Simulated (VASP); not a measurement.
# LiH in VASP: further runs

The runs below take LiH through single point, with PBE.

Program: VASP 6.6.1. These are calculated values, not measurements. Logs are shortened: lines on timing, memory, paths and dates and some standing lists are left out, and cuts for length are marked.

**1. The cell of the first run**

The cell holds a sheet with vacuum, 2 atoms: a = 2.600 Å, b = 2.600 Å, c = 15.000 Å, α = 90.00°, β = 90.00°, γ = 120.00°.

The cell was built from a structure type or drawn by symmetry, and may not be a known phase.

**2. Single point, PBE**

Contents of INCAR:

```
SYSTEM = LiH
ALGO = Normal
DIPOL = 0.5 0.5 0.500
EDIFF = 1E-6
ENCUT = 650
GGA = PE
GGA_COMPAT = .FALSE.
IDIPOL = 3
ISIF = 2
ISMEAR = 0
LASPH = .TRUE.
LCHARG = .TRUE.
LDIPOL = .TRUE.
LELF = .TRUE.
LREAL = .FALSE.
LVACPOTAV = .TRUE.
LVHAR = .TRUE.
LWAVE = .FALSE.
NBANDS = 9
NELM = 120
NELMDL = -8
PREC = Accurate
SIGMA = 0.1
```

Contents of KPOINTS:

```
k-points
0
G
  6 6 1
  0 0 0
```

Contents of POSCAR:

```
LiH
1.0
    2.5996030000      0.0000000000      0.0000000000
   -1.2998010000      2.2513220000      0.0000000000
    0.0000000000      0.0000000000     15.0000000000
Li H
1 1
Direct
    0.3333333300      0.6666666700      0.4745468500
    0.0000000000      0.0000000000      0.5254531500
```

Potentials or basis: VASP PAW PBE potentials, release 64 (Li_sv, H).

Run with:

```sh
$ cat potpaw_PBE.64/Li_sv/POTCAR potpaw_PBE.64/H/POTCAR > POTCAR
$ mpirun -np 1 vasp_std > vasp.out
```

OUTCAR:

```text
SYSTEM = LiH
   EDIFF = 1E-6
   ENCUT = 650
   GGA = PE
   ISIF = 2
   ISMEAR = 0
   LASPH = .TRUE.
   LREAL = .FALSE.
   NELM = 120
   NELMDL = -8
   PREC = Accurate

 ion  position               nearest neighbor table
   1  0.333  0.667  0.475-   2 1.68   2 1.68   2 1.68
   2  0.000  0.000  0.525-   1 1.68   1 1.68   1 1.68

  LATTYP: Found a hexagonal cell.
 ALAT       =     2.5996030000
 C/A-ratio  =     5.7701118209

  Lattice vectors:

 A1 = (   2.5996030000,   0.0000000000,   0.0000000000)
 A2 = (  -1.2998010000,   2.2513220000,   0.0000000000)
 A3 = (   0.0000000000,   0.0000000000,  15.0000000000)

Analysis of symmetry for initial positions (statically):
=====================================================================
 Subroutine PRICEL returns:
 Original cell was already a primitive cell.

 Routine SETGRP: Setting up the symmetry group for a
 hexagonal supercell.

 Subroutine GETGRP returns: Found  6 space group operations
 (whereof  6 operations were pure point group operations)
 out of a pool of 24 trial point group operations.

The static configuration has the point symmetry C_3v.

Analysis of symmetry for dynamics (positions and initial velocities):
=====================================================================
 Subroutine PRICEL returns:
 Original cell was already a primitive cell.

 Routine SETGRP: Setting up the symmetry group for a
 hexagonal supercell.

 Subroutine GETGRP returns: Found  6 space group operations
 (whereof  6 operations were pure point group operations)
 out of a pool of 24 trial point group operations.

The dynamic configuration has the point symmetry C_3v.

 Subroutine INISYM returns: Found  6 space group operations
 (whereof  6 operations are pure point group operations),
 and found     1 'primitive' translations

----------------------------------------------------------------------------------------

                                     Primitive cell

  volume of cell :      87.7882

  direct lattice vectors                    reciprocal lattice vectors
     2.599603000  0.000000000  0.000000000     0.384674121  0.222091646  0.000000000
    -1.299801000  2.251322000  0.000000000     0.000000000  0.444183462  0.000000000
     0.000000000  0.000000000 15.000000000     0.000000000  0.000000000  0.066666667

  length of vectors
     2.599603000  2.599602544 15.000000000     0.444183384  0.444183462  0.066666667

  position of ions in fractional coordinates (direct lattice)
     0.333333330  0.666666670  0.474546850
     0.000000000  0.000000000  0.525453150

  ion indices of the primitive-cell ions
   primitive index   ion index
                 1           1
                 2           2

----------------------------------------------------------------------------------------

 KPOINTS: k-points

Automatic generation of k-mesh.
 Grid dimensions read from file:
 generate k-points for:    6    6    1

 Generating k-lattice:

  Cartesian coordinates                     Fractional coordinates (reciprocal lattice)
     0.064112354  0.037015274  0.000000000     0.166666667  0.000000000  0.000000000
     0.000000000  0.074030577  0.000000000     0.000000000  0.166666667  0.000000000
     0.000000000  0.000000000  0.066666667     0.000000000  0.000000000  1.000000000

  Length of vectors
     0.074030564  0.074030577  0.066666667

  Shift w.r.t. Gamma in fractional coordinates (k-lattice)
     0.000000000  0.000000000  0.000000000

 Subroutine IBZKPT returns following result:
 ===========================================

 Found      7 irreducible k-points:

 Following reciprocal coordinates:
            Coordinates               Weight
  0.000000  0.000000  0.000000      1.000000
  0.166667  0.000000  0.000000      6.000000
  0.333333 -0.000000  0.000000      6.000000
  0.500000  0.000000  0.000000      3.000000
  0.166667  0.166667  0.000000      6.000000
  0.333333  0.166667  0.000000     12.000000
  0.333333  0.333333  0.000000      2.000000
   k-points           NKPTS =      7   k-points in BZ     NKDIM =      7   number of bands    NBANDS=      9
   number of dos      NEDOS =    301   number of ions     NIONS =      2
   total plane-waves  NPLWV =  72576
   dimension x,y,z NGX =    24 NGY =   24 NGZ =  126
   dimension x,y,z NGXF=    48 NGYF=   48 NGZF=  252
   ions per type =               1   1
   NGX,Y,Z   is equivalent  to a cutoff of  15.35, 15.35, 13.96 a.u.
   NGXF,Y,Z  is equivalent  to a cutoff of  30.70, 30.70, 27.93 a.u.
 SYSTEM =  LiH
   PREC   = accura    normal or accurate (medium, high low for compatibility)
   ISTART =      0    job   : 0-new  1-cont  2-samecut
   ICHARG =      2    charge: 1-file 2-atom 10-const
   ISPIN  =      1    spin polarized calculation?
   LNONCOLLINEAR =      F non collinear calculations
   LSORBIT =      F    spin-orbit coupling
   LASPH  =      T    aspherical Exc in radial PAW
   ENCUT  =  650.0 eV  47.77 Ry    6.91 a.u.   5.40  5.40 31.18*2*pi/ulx,y,z
   NELM   =    120;   NELMIN=  2; NELMDL= -8     # of ELM steps
   EDIFF  = 0.1E-05   stopping-criterion for ELM
   LREAL  =      F    real-space projection
[... 7 lines left out ...]
   TEBEG  =    0.0;   TEEND  =   0.0 temperature during run
   PSTRESS=    0.0 pullay stress
   NELECT =       4.0000    total number of electrons
   NUPDOWN=      -1.0000    fix difference up-down
   EMIN   =  10.00;   EMAX   =-10.00  energy-range for DOS
   EFERMI =   0.00;   METHOD = LEGACY
   ISMEAR =     0;   SIGMA  =   0.10  broadening in eV -4-tet -1-fermi 0-gaus
   EFERMI_NEDOS =   21; number of points for ismear=-14 and -15
   IALGO  =     38    algorithm
   IMIX   =      4    mixing-type and parameters
     AMIX     =   0.40;   BMIX     =  1.00
     AMIX_MAG =   1.60;   BMIX_MAG =  1.00
  volume/ion in A,a.u.               =      43.89       296.21
  Fermi-wavevector in a.u.,A,eV,Ry     =   0.584722  1.104965  4.651831  0.341900
  Thomas-Fermi vector in A             =   1.630529
   LORBIT       =      0    0 simple, 1 ext, 2 COOP (PROOUT), +10 PAW based schemes
   GGA     = PE    functional components
   LHFCALC =     F    Hartree Fock is set to
   AEXX    =    0.0000 exact exchange contribution
   IVDW    =     0    specifies the selected vdW correction
   LEPSILON=     F    determine dielectric tensor
   LRPA    =     F    only Hartree local field effects (RPA)
 non-spin polarized calculation
 Gauss-broadening in eV      SIGMA  =   0.10
  energy-cutoff  :      650.00
  volume of cell :       87.79
 maximum number of plane-waves:      3351
 NGX is ok and might be reduce to    24
   NGX = 11   NGY = 11   NGZ = 63

 number of electron       4.0000003 magnetization

 dipolmoment           0.000000      0.000000      0.135755 electrons x Angstroem

 Free energy of the ion-electron system (eV)
  ---------------------------------------------------
  ext. energy  EPLUGINS =         0.00000000
  ---------------------------------------------------
  free energy    TOTEN  =        -4.95019599 eV

  energy without entropy =       -4.94601570  energy(sigma->0) =       -4.94810584

 E-fermi :  -3.7663     XC(G=0):  -2.4874

 val. band max:       -3.7861508710   @ k =   0.3333   0.3333   0.0000
 cond. band min:      -3.0232812583   @ k =   0.1667   0.0000   0.0000
 fundamental gap:      0.7628696127
 Fermi energy:        -3.7662730937

 k-point     1 :       0.0000    0.0000    0.0000
  band No.  band energies     occupation
      1     -47.8846      2.00000
      2      -7.2184      2.00000
      3      -3.8205      1.55725
      4      -1.1632      0.00000
      5       1.0558      0.00000
      6       2.5343      0.00000
      7       4.4141      0.00000
      8       4.9413      0.00000
      9       8.6448      0.00000

 k-point     2 :       0.1667    0.0000    0.0000
  band No.  band energies     occupation
      1     -47.8653      2.00000
      2      -6.7525      2.00000
      3      -3.0233      0.00000
      4      -0.3573      0.00000
      5       1.8306      0.00000
      6       3.3049      0.00000
      7       5.2078      0.00000
      8       5.6681      0.00000
      9       9.3146      0.00000

 k-point     3 :       0.3333   -0.0000    0.0000
  band No.  band energies     occupation
      1     -47.8265      2.00000
      2      -5.5185      2.00000
      3      -0.6772      0.00000
      4       2.0327      0.00000
      5       3.9596      0.00000
      6       5.0608      0.00000
      7       6.2000      0.00000
      8       7.6829      0.00000
      9       8.2569      0.00000

 k-point     4 :       0.5000    0.0000    0.0000
  band No.  band energies     occupation
      1     -47.8071      2.00000
      2      -4.5792      2.00000
      3       1.8998      0.00000
      4       3.2683      0.00000
      5       4.6549      0.00000
      6       6.1688      0.00000
      7       6.2845      0.00000
      8       8.0660      0.00000
      9       8.4491      0.00000

 k-point     5 :       0.1667    0.1667    0.0000
  band No.  band energies     occupation
      1     -47.8363      2.00000
      2      -5.8771      2.00000
      3      -1.4482      0.00000
      4       1.2486      0.00000
      5       3.3668      0.00000
      6       4.7860      0.00000
      7       6.4735      0.00000
      8       7.0066      0.00000
      9       7.5746      0.00000

 k-point     6 :       0.3333    0.1667    0.0000
  band No.  band energies     occupation
      1     -47.8072      2.00000
      2      -4.5446      2.00000
      3       1.3490      0.00000
      4       3.3698      0.00000
      5       4.5888      0.00000
      6       6.4318      0.00000
      7       6.9355      0.00000
      8       7.9748      0.00000
      9       9.1684      0.00000

 k-point     7 :       0.3333    0.3333    0.0000
  band No.  band energies     occupation
      1     -47.7975      2.00000
      2      -3.7862      1.22138
      3       1.4804      0.00000
      4       5.2999      0.00000
      5       5.7632      0.00000
      6       7.1619      0.00000
      7       7.4724      0.00000
      8       8.3843      0.00000
      9       9.0202      0.00000

------------------------ aborting loop because EDIFF is reached ----------------------------------------

  FORCE on cell =-STRESS in cart. coord.  units (eV):
  Direction    XX          YY          ZZ          XY          YZ          ZX
  --------------------------------------------------------------------------------------
  -------------------------------------------------------------------------------------
  Total        1.9493973      1.9493969     -0.7381248      0.0000004      0.0000000     -0.0000000
  in kB       35.5774690     35.5774615    -13.4711431      0.0000079      0.0000000     -0.0000000
  external PRESSURE =      19.2279291 kB  Pullay stress =       0.0000000 kB

 VOLUME and BASIS-vectors are now :
 -----------------------------------------------------------------------------
  energy-cutoff  :      650.00
  volume of cell :       87.79
      direct lattice vectors                 reciprocal lattice vectors
     2.599603000  0.000000000  0.000000000     0.384674121  0.222091646  0.000000000
    -1.299801000  2.251322000  0.000000000     0.000000000  0.444183462  0.000000000
     0.000000000  0.000000000 15.000000000     0.000000000  0.000000000  0.066666667

 POSITION                                       TOTAL-FORCE (eV/Angst)
 -----------------------------------------------------------------------------------
      0.00000      1.50088      7.11820         0.000000      0.000000      0.948488
      0.00000      0.00000      7.88180        -0.000000      0.000000     -0.948488
 -----------------------------------------------------------------------------------
    total drift:                                0.000005     -0.000004      0.000282

  FREE ENERGIE OF THE ION-ELECTRON SYSTEM (eV)
  ---------------------------------------------------
  free  energy   TOTEN  =        -4.9501959861 eV

  energy  without entropy=       -4.9460157018  energy(sigma->0) =       -4.94810584

 vacuum level on the upper side and lower side of the slab         2.969        -1.239
```

It took 18 s on 1 thread of Intel Xeon Platinum 8488C (Sapphire Rapids), shared host; peak memory 0.23 GiB.

What came out:

```
Free energy            : -4.9502 eV
Largest force          : 0.948 eV/Å
Band gap on the k mesh : zero (bands 2 and 3 overlap by 0.03 eV)
```

Forces in eV/Å, atoms in the order of the input:
```
Li   0.000  0.000  0.948
H    0.000  0.000 -0.948
```

Levels at points of the mesh, in eV from the Fermi level:
| k point | band 1 | band 2 | band 3 | band 4 | band 5 | band 6 |
| --- | --- | --- | --- | --- | --- | --- |
| (0.00, 0.00, 0.00) | -44.12 | -3.45 | -0.05 | 2.60 | 4.82 | 6.30 |
| (0.50, 0.00, 0.00) | -44.04 | -0.81 | 5.67 | 7.03 | 8.42 | 9.94 |

Caveat: the k points lie up to 0.47 Å⁻¹ apart.

**3. Single point, PBE**

Contents of INCAR:

```
PREC     = Accurate       # precision mode
ENCUT    = 650            # plane-wave cutoff, eV
EDIFF    = 1E-6           # SCF threshold, eV
ISMEAR   = 0              # smearing method
SIGMA    = 0.1            # smearing width, eV
LREAL    = False          # projectors in reciprocal space
LASPH    = True           # aspherical terms in the spheres
NELM     = 120            # most SCF steps
ALGO     = Normal         # electronic algorithm
ISIF     = 2              # what is computed and relaxed
LWAVE    = False          # write WAVECAR
LCHARG   = False          # write CHGCAR
LDIPOL   = True         
IDIPOL   = 3            
DIPOL    = 0.5 0.5 0.500
GGA      = PE             # functional
NBANDS   = 9              # bands
GGA_COMPAT= False        
NELMDL   = -8
```

Contents of KPOINTS:

```
Automatic mesh
0
Gamma
  6 6 1
```

POSCAR is that of step 2.

Potentials or basis: VASP PAW PBE potentials, release 64 (Li_sv, H).

Run with:

```sh
$ cat potpaw_PBE.64/Li_sv/POTCAR potpaw_PBE.64/H/POTCAR > POTCAR
$ mpirun -np 1 vasp_std > vasp.out
```

OUTCAR:

```text
PREC = Accurate
   ENCUT = 650
   EDIFF = 1E-6
   ISMEAR = 0
   LREAL = False
   LASPH = True
   NELM = 120
   ISIF = 2
   GGA = PE
   NELMDL = -8

 ion  position               nearest neighbor table
   1  0.333  0.667  0.475-   2 1.68   2 1.68   2 1.68
   2  0.000  0.000  0.525-   1 1.68   1 1.68   1 1.68

  LATTYP: Found a hexagonal cell.
 ALAT       =     2.5996030000
 C/A-ratio  =     5.7701118209

  Lattice vectors:

 A1 = (   2.5996030000,   0.0000000000,   0.0000000000)
 A2 = (  -1.2998010000,   2.2513220000,   0.0000000000)
 A3 = (   0.0000000000,   0.0000000000,  15.0000000000)

Analysis of symmetry for initial positions (statically):
=====================================================================
 Subroutine PRICEL returns:
 Original cell was already a primitive cell.

 Routine SETGRP: Setting up the symmetry group for a
 hexagonal supercell.

 Subroutine GETGRP returns: Found  6 space group operations
 (whereof  6 operations were pure point group operations)
 out of a pool of 24 trial point group operations.

The static configuration has the point symmetry C_3v.

Analysis of symmetry for dynamics (positions and initial velocities):
[... 156 lines left out ...]
      4      -1.1632      0.00000
      5       1.0558      0.00000
      6       2.5343      0.00000
      7       4.4141      0.00000
      8       4.9413      0.00000
      9       8.6448      0.00000
[... 61 lines left out ...]
 k-point     7 :       0.3333    0.3333    0.0000
  band No.  band energies     occupation
      1     -47.7975      2.00000
      2      -3.7862      1.22138
      3       1.4804      0.00000
      4       5.2999      0.00000
      5       5.7632      0.00000
      6       7.1619      0.00000
      7       7.4724      0.00000
      8       8.3843      0.00000
      9       9.0202      0.00000

------------------------ aborting loop because EDIFF is reached ----------------------------------------

 vacuum level on the upper side and lower side of the slab       (xc-potential included)         1.799        -2.367

  FORCE on cell =-STRESS in cart. coord.  units (eV):
  Direction    XX          YY          ZZ          XY          YZ          ZX
  --------------------------------------------------------------------------------------
  -------------------------------------------------------------------------------------
  Total        1.9493973      1.9493969     -0.7381248      0.0000004      0.0000000     -0.0000000
  in kB       35.5774690     35.5774615    -13.4711431      0.0000079      0.0000000     -0.0000000
  external PRESSURE =      19.2279291 kB  Pullay stress =       0.0000000 kB

 VOLUME and BASIS-vectors are now :
 -----------------------------------------------------------------------------
  energy-cutoff  :      650.00
  volume of cell :       87.79
      direct lattice vectors                 reciprocal lattice vectors
     2.599603000  0.000000000  0.000000000     0.384674121  0.222091646  0.000000000
    -1.299801000  2.251322000  0.000000000     0.000000000  0.444183462  0.000000000
     0.000000000  0.000000000 15.000000000     0.000000000  0.000000000  0.066666667

 POSITION                                       TOTAL-FORCE (eV/Angst)
 -----------------------------------------------------------------------------------
      0.00000      1.50088      7.11820         0.000000      0.000000      0.948488
      0.00000      0.00000      7.88180        -0.000000      0.000000     -0.948488
 -----------------------------------------------------------------------------------
    total drift:                                0.000005     -0.000004      0.000282

  FREE ENERGIE OF THE ION-ELECTRON SYSTEM (eV)
  ---------------------------------------------------
  free  energy   TOTEN  =        -4.9501959861 eV

  energy  without entropy=       -4.9460157018  energy(sigma->0) =       -4.94810584

 vacuum level on the upper side and lower side of the slab         2.728        -1.571
```

OSZICAR:

```text
N       E                     dE             d eps       ncg     rms          rms(c)
DAV:   1     0.150566843674E+02    0.15057E+02   -0.23746E+03   126   0.380E+02
DAV:   2    -0.285930734394E+01   -0.17916E+02   -0.15267E+02   153   0.764E+01
DAV:   3    -0.634448840433E+01   -0.34852E+01   -0.34821E+01   232   0.266E+01
[... 17 lines left out ...]
DAV:  21    -0.495015391678E+01   -0.29028E-04   -0.31026E-05   147   0.118E-02    0.753E-03
DAV:  22    -0.495017952867E+01   -0.25612E-04   -0.37182E-05   137   0.132E-02    0.233E-03
DAV:  23    -0.495019387207E+01   -0.14343E-04   -0.49754E-06   146   0.474E-03    0.177E-03
DAV:  24    -0.495019563461E+01   -0.17625E-05   -0.10291E-07   141   0.962E-04    0.120E-03
DAV:  25    -0.495019598608E+01   -0.35147E-06   -0.87876E-08   151   0.579E-04
   1 F= -.49501960E+01 E0= -.49481058E+01  d E =-.418028E-02
```

stdout:

```text
POSCAR found type information on POSCAR LiH
 POSCAR found :  2 types and       2 ions
 scaLAPACK will be used
 LDA part: xc-table for (Slater+PW92), standard interpolation
 POSCAR, INCAR and KPOINTS ok, starting setup
 FFT: planning ... GRIDC
 FFT: planning ... GRID_SOFT
 FFT: planning ... GRID
 WAVECAR not read
 entering main loop
```

It took 17 s on 1 thread of Intel Xeon Platinum 8488C (Sapphire Rapids), shared host; peak memory 0.23 GiB.

What came out:

| Property | Result |
| --- | --- |
| Free energy | -4.9502 eV |
| Largest force | 0.948 eV/Å |
| Band gap on the k mesh | zero (bands 2 and 3 overlap by 0.03 eV) |

Forces on the atoms (eV/Å):
```
Li   0.000  0.000  0.948
H    0.000  0.000 -0.948
```

Levels at points of the mesh, in eV from the Fermi level:
| k point | band 1 | band 2 | band 3 | band 4 | band 5 |
| --- | --- | --- | --- | --- | --- |
| (0.00, 0.00, 0.00) | -44.12 | -3.45 | -0.05 | 2.60 | 4.82 |
| (0.50, 0.00, 0.00) | -44.04 | -0.81 | 5.67 | 7.03 | 8.42 |

Caveat: the k points lie up to 0.47 Å⁻¹ apart.
